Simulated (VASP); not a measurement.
# La (P6_3/mmc) in VASP: notebook

Runs on La. Level: PBE. Tasks: single point.

All numbers are computed with VASP 6.6.1; they aren't measurements. Logs are shortened: lines on timing, memory, paths and dates and some standing lists are left out, and cuts for length are marked.

## (1) The cell of the first run

It takes space group P6_3/mmc (No. 194, hexagonal). Conventional cell: a = 3.484 Å, b = 3.484 Å, c = 5.759 Å, α = 90.00°, β = 90.00°, γ = 120.00°. Within 4.6 Å of La (site symmetry -6m2) lie 12 La at 3.48 to 3.51 Å.

## (2) Single point, PBE

Input file INCAR:

```
PREC = Accurate ; ENCUT = 520
EDIFF = 1E-6 ; ISMEAR = -1
SIGMA = 0.1 ; LREAL = False
LASPH = True ; NELM = 80
ALGO = Normal ; ISIF = 2
LWAVE = False ; LCHARG = False
GGA = PE ; NBANDS = 18
```

Input file KPOINTS:

```
regular mesh
0
Gamma
  13 13 7
```

Input file POSCAR:

```
La
1.0
    3.4839072915      0.0000000000      0.0000000000
   -1.7419536458      3.0171522188      0.0000000000
    0.0000000000      0.0000000000      5.7585736000
La
2
Direct
    0.3333333333      0.6666666667      0.2500000000
    0.6666666667      0.3333333333      0.7500000000
```

Potentials or basis: VASP PAW PBE potentials, release 64 (La).

On the command line:

```sh
cat potpaw_PBE.64/La/POTCAR > POTCAR
mpirun -np 1 vasp_std > vasp.out
```

OUTCAR:

```text
PREC = Accurate
   ENCUT = 520
   EDIFF = 1E-6
   ISMEAR = -1
   LREAL = False
   LASPH = True
   NELM = 80
   ISIF = 2
   GGA = PE

 ion  position               nearest neighbor table
   1  0.333  0.667  0.250-   2 3.51   2 3.51   2 3.51   2 3.51   2 3.51   2 3.51
   2  0.667  0.333  0.750-   1 3.51   1 3.51   1 3.51   1 3.51   1 3.51   1 3.51

  LATTYP: Found a hexagonal cell.
 ALAT       =     3.4839072915
 C/A-ratio  =     1.6529066701

  Lattice vectors:

 A1 = (   3.4839072915,   0.0000000000,   0.0000000000)
 A2 = (  -1.7419536458,   3.0171522188,   0.0000000000)
 A3 = (   0.0000000000,   0.0000000000,   5.7585736000)

Analysis of symmetry for initial positions (statically):
=====================================================================
 Subroutine PRICEL returns:
 Original cell was already a primitive cell.

 Routine SETGRP: Setting up the symmetry group for a
 hexagonal supercell.

 Subroutine GETGRP returns: Found 24 space group operations
 (whereof 12 operations were pure point group operations)
 out of a pool of 24 trial point group operations.

The static configuration has the point symmetry D_3d.
 The point group associated with its full space group is D_6h.

Analysis of symmetry for dynamics (positions and initial velocities):
=====================================================================
 Subroutine PRICEL returns:
 Original cell was already a primitive cell.

 Routine SETGRP: Setting up the symmetry group for a
 hexagonal supercell.

 Subroutine GETGRP returns: Found 24 space group operations
 (whereof 12 operations were pure point group operations)
 out of a pool of 24 trial point group operations.

The dynamic configuration has the point symmetry D_3d.
 The point group associated with its full space group is D_6h.

 Subroutine INISYM returns: Found 24 space group operations
 (whereof 12 operations are pure point group operations),
 and found     1 'primitive' translations

----------------------------------------------------------------------------------------

                                     Primitive cell

  volume of cell :      60.5311

  direct lattice vectors                    reciprocal lattice vectors
     3.483907292  0.000000000  0.000000000     0.287034044  0.165719183  0.000000000
    -1.741953646  3.017152219  0.000000000     0.000000000  0.331438366  0.000000000
     0.000000000  0.000000000  5.758573600     0.000000000  0.000000000  0.173654115

  length of vectors
     3.483907292  3.483907291  5.758573600     0.331438366  0.331438366  0.173654115

  position of ions in fractional coordinates (direct lattice)
     0.333333333  0.666666667  0.250000000
     0.666666667  0.333333333  0.750000000

  ion indices of the primitive-cell ions
   primitive index   ion index
                 1           1
                 2           2

----------------------------------------------------------------------------------------

 KPOINTS: regular mesh

Automatic generation of k-mesh.
 Grid dimensions read from file:
 generate k-points for:   13   13    7

 Generating k-lattice:

  Cartesian coordinates                     Fractional coordinates (reciprocal lattice)
     0.022079542  0.012747629  0.000000000     0.076923077  0.000000000  0.000000000
     0.000000000  0.025495259  0.000000000     0.000000000  0.076923077  0.000000000
     0.000000000  0.000000000  0.024807731     0.000000000  0.000000000  0.142857143

  Length of vectors
     0.025495259  0.025495259  0.024807731

  Shift w.r.t. Gamma in fractional coordinates (k-lattice)
     0.000000000  0.000000000  0.000000000

 Subroutine IBZKPT returns following result:
 ===========================================

 Found     84 irreducible k-points:

 Following reciprocal coordinates:
            Coordinates               Weight
  0.000000  0.000000  0.000000      1.000000
  0.076923  0.000000  0.000000      6.000000
  0.153846  0.000000  0.000000      6.000000
  0.230769  0.000000  0.000000      6.000000
  0.307692  0.000000  0.000000      6.000000
  0.384615  0.000000  0.000000      6.000000
[... 16 lines left out ...]
  0.076923  0.000000  0.142857     12.000000
  0.153846  0.000000  0.142857     12.000000
 [... further k-points ...]
   k-points           NKPTS =     84   k-points in BZ     NKDIM =     84   number of bands    NBANDS=     18
   number of dos      NEDOS =    301   number of ions     NIONS =      2
   total plane-waves  NPLWV =  37632
   dimension x,y,z NGX =    28 NGY =   28 NGZ =   48
   dimension x,y,z NGXF=    56 NGYF=   56 NGZF=   96
   ions per type =               2
   NGX,Y,Z   is equivalent  to a cutoff of  13.36, 13.36, 13.86 a.u.
   NGXF,Y,Z  is equivalent  to a cutoff of  26.72, 26.72, 27.71 a.u.
 SYSTEM =  unknown system
   PREC   = accura    normal or accurate (medium, high low for compatibility)
   ISTART =      0    job   : 0-new  1-cont  2-samecut
   ICHARG =      2    charge: 1-file 2-atom 10-const
   ISPIN  =      1    spin polarized calculation?
   LNONCOLLINEAR =      F non collinear calculations
   LSORBIT =      F    spin-orbit coupling
   LASPH  =      T    aspherical Exc in radial PAW
   ENCUT  =  520.0 eV  38.22 Ry    6.18 a.u.   6.48  6.48 10.71*2*pi/ulx,y,z
   NELM   =     80;   NELMIN=  2; NELMDL= -5     # of ELM steps
   EDIFF  = 0.1E-05   stopping-criterion for ELM
   LREAL  =      F    real-space projection
   EDIFFG = 0.1E-04   stopping-criterion for IOM
   NSW    =      0    number of steps for IOM
   IBRION =     -1    ionic relax: 0-MD 1-quasi-New 2-CG
   NFREE  =      0    steps in history (QN), initial steepest desc. (CG)
   ISIF   =      2    stress and relaxation
   ISYM   =      2    0-nonsym 1-usesym 2-fastsym
   POTIM  = 0.5000    time-step for ionic-motion
   TEBEG  =    0.0;   TEEND  =   0.0 temperature during run
   PSTRESS=    0.0 pullay stress
   NELECT =      22.0000    total number of electrons
   NUPDOWN=      -1.0000    fix difference up-down
   EMIN   =  10.00;   EMAX   =-10.00  energy-range for DOS
   EFERMI =   0.00;   METHOD = LEGACY
   ISMEAR =    -1;   SIGMA  =   0.10  broadening in eV -4-tet -1-fermi 0-gaus
   EFERMI_NEDOS =   21; number of points for ismear=-14 and -15
   IALGO  =     38    algorithm
   IMIX   =      4    mixing-type and parameters
     AMIX     =   0.40;   BMIX     =  1.00
     AMIX_MAG =   1.60;   BMIX_MAG =  1.00
  volume/ion in A,a.u.               =      30.27       204.24
  Fermi-wavevector in a.u.,A,eV,Ry     =   1.168305  2.207776 18.571082  1.364936
  Thomas-Fermi vector in A             =   2.304793
   LORBIT       =      0    0 simple, 1 ext, 2 COOP (PROOUT), +10 PAW based schemes
   GGA     = PE    functional components
   LHFCALC =     F    Hartree Fock is set to
   AEXX    =    0.0000 exact exchange contribution
   IVDW    =     0    specifies the selected vdW correction
   LEPSILON=     F    determine dielectric tensor
   LRPA    =     F    only Hartree local field effects (RPA)
 non-spin polarized calculation
  energy-cutoff  :      520.00
  volume of cell :       60.53
 maximum number of plane-waves:      1677
 NGX is ok and might be reduce to    28
   NGX = 13   NGY = 13   NGZ = 21

 number of electron      22.0000000 magnetization

 Free energy of the ion-electron system (eV)
  ---------------------------------------------------
  ext. energy  EPLUGINS =         0.00000000
  ---------------------------------------------------
  free energy    TOTEN  =        -9.47572031 eV

  energy without entropy =       -9.37428630  energy(sigma->0) =       -9.42500331

 E-fermi :  10.0051     XC(G=0): -10.4252

 val. band max:       10.0042613647   @ k =   0.3077   0.0000   0.4286
 cond. band min:      10.0068599874   @ k =   0.2308   0.2308   0.1429
 fundamental gap:      0.0025986227
 Fermi energy:        10.0051141421

 k-point     1 :       0.0000    0.0000    0.0000
  band No.  band energies     occupation
      1     -22.6834      2.00000
      2     -22.2735      2.00000
      3      -7.5292      2.00000
      4      -5.4018      2.00000
      5      -5.4018      2.00000
      6      -5.1506      2.00000
[... 10 lines left out ...]
     17      11.9985      0.00000
     18      12.1752      0.00000

 k-point     2 :       0.0769    0.0000    0.0000
  band No.  band energies     occupation
      1     -22.6624      2.00000
      2     -22.2619      2.00000
      3      -7.4876      2.00000
      4      -5.5312      2.00000
      5      -5.4404      2.00000
      6      -5.2429      2.00000
[... 10 lines left out ...]
     17      12.0483      0.00000
     18      12.0828      0.00000

 k-point     3 :       0.1538    0.0000    0.0000
  band No.  band energies     occupation
      1     -22.6029      2.00000
      2     -22.2305      2.00000
      3      -7.3668      2.00000
      4      -5.8776      2.00000
      5      -5.5823      2.00000
      6      -5.5414      2.00000
[... 10 lines left out ...]
     17      11.9328      0.00000
     18      12.1481      0.00000

 k-point     4 :       0.2308    0.0000    0.0000
  band No.  band energies     occupation
      1     -22.5146      2.00000
      2     -22.1882      2.00000
      3      -7.1783      2.00000
      4      -6.3385      2.00000
      5      -6.0222      2.00000
      6      -5.6735      2.00000
[... 375 lines left out ...]
      4      -5.3879      2.00000
      5      -5.3879      2.00000
      6      -5.2923      2.00000
[... 10 lines left out ...]
     17      11.9209      0.00000
     18      12.2097      0.00000

 k-point    23 :       0.0769    0.0000    0.1429
  band No.  band energies     occupation
      1     -22.6437      2.00000
      2     -22.2830      2.00000
      3      -7.3903      2.00000
      4      -5.5151      2.00000
      5      -5.4255      2.00000
      6      -5.3650      2.00000
[... 10 lines left out ...]
     17      11.9928      0.00000
     18      12.1194      0.00000

 k-point    24 :       0.1538    0.0000    0.1429
  band No.  band energies     occupation
      1     -22.5854      2.00000
      2     -22.2500      2.00000
      3      -7.2836      2.00000
      4      -5.8548      2.00000
      5      -5.6617      2.00000
      6      -5.5241      2.00000
[... 10 lines left out ...]
     17      12.0736      0.00000
     18      12.1429      0.00000

 [... further k-points ...]

------------------------ aborting loop because EDIFF is reached ----------------------------------------

  FORCE on cell =-STRESS in cart. coord.  units (eV):
  Direction    XX          YY          ZZ          XY          YZ          ZX
  --------------------------------------------------------------------------------------
  -------------------------------------------------------------------------------------
  Total        2.6764133      2.6764133      2.6963629     -0.0000000     -0.0000000     -0.0000000
  in kB       70.8410559     70.8410559     71.3690950     -0.0000000     -0.0000000     -0.0000000
  external PRESSURE =      71.0170689 kB  Pullay stress =       0.0000000 kB

 VOLUME and BASIS-vectors are now :
 -----------------------------------------------------------------------------
  energy-cutoff  :      520.00
  volume of cell :       60.53
      direct lattice vectors                 reciprocal lattice vectors
     3.483907292  0.000000000  0.000000000     0.287034044  0.165719183  0.000000000
    -1.741953646  3.017152219  0.000000000     0.000000000  0.331438366  0.000000000
     0.000000000  0.000000000  5.758573600     0.000000000  0.000000000  0.173654115

 POSITION                                       TOTAL-FORCE (eV/Angst)
 -----------------------------------------------------------------------------------
     -0.00000      2.01143      1.43964        -0.000000      0.000000      0.000000
      1.74195      1.00572      4.31893         0.000000     -0.000000      0.000000
 -----------------------------------------------------------------------------------
    total drift:                               -0.000000      0.000000     -0.000000

  FREE ENERGIE OF THE ION-ELECTRON SYSTEM (eV)
  ---------------------------------------------------
  free  energy   TOTEN  =        -9.4757203133 eV

  energy  without entropy=       -9.3742863037  energy(sigma->0) =       -9.42500331
```

It took 85 s on 1 thread of Intel Xeon Platinum 8488C (Sapphire Rapids), shared host; peak memory 0.25 GiB.

Results:

| Item | Value |
| --- | --- |
| Free energy | -9.4757 eV |
| Pressure | 7.1 GPa |
| Band gap on the k mesh | zero (bands 11 and 12 overlap by 1.60 eV) |

Caveat: the cell stands under pressure; spin-orbit coupling is left out, which moves the levels of the heavy elements.

## (3) Single point, PBE

Input file INCAR:

```
SYSTEM = La
ALGO = Normal ; EDIFF = 1E-6
ENCUT = 520 ; GGA = PE
ISIF = 2 ; ISMEAR = -1
LASPH = .True. ; LCHARG = .False.
LREAL = .False. ; LWAVE = .False.
NBANDS = 18 ; NELM = 100
PREC = Accurate ; SIGMA = 0.1
```

Input file KPOINTS:

```
k-points
0
Gamma
  13 13 7
  0 0 0
```

Input file POSCAR:

```
La
1.0
    3.4852555956      0.0000000001      0.0000000000
   -1.7426277978      3.0183198844      0.0000000000
    0.0000000000      0.0000000000      5.7613067648
La
2
Direct
    0.3333333333      0.6666666667      0.2500000000
    0.6666666667      0.3333333333      0.7500000000
```

Potentials or basis: VASP PAW PBE potentials, release 64 (La).

On the command line:

```sh
cat potpaw_PBE.64/La/POTCAR > POTCAR
mpirun -np 1 vasp_std > vasp.out
```

Run time: 95 s. Hardware: 1 thread of Intel Xeon Platinum 8488C (Sapphire Rapids), shared host; peak memory 0.25 GiB.

It converged, with:

```yaml
Free_energy: -9.4791 eV
Pressure: 7.1 GPa
Band_gap_on_the_k_mesh: zero (bands 11 and 12 overlap by 1.60 eV)
```

Levels at points of the mesh, in eV from the Fermi level:
```tsv
k point	band 7	band 8	band 9	band 10	band 11	band 12	band 13	band 14	band 15	band 16
(0.00, 0.00, 0.00)	-15.12	-15.12	-2.85	-1.93	1.03	1.48	1.48	1.75	1.86	1.97
```

Caveat: the cell stands under pressure; spin-orbit coupling is left out, which moves the levels of the heavy elements.
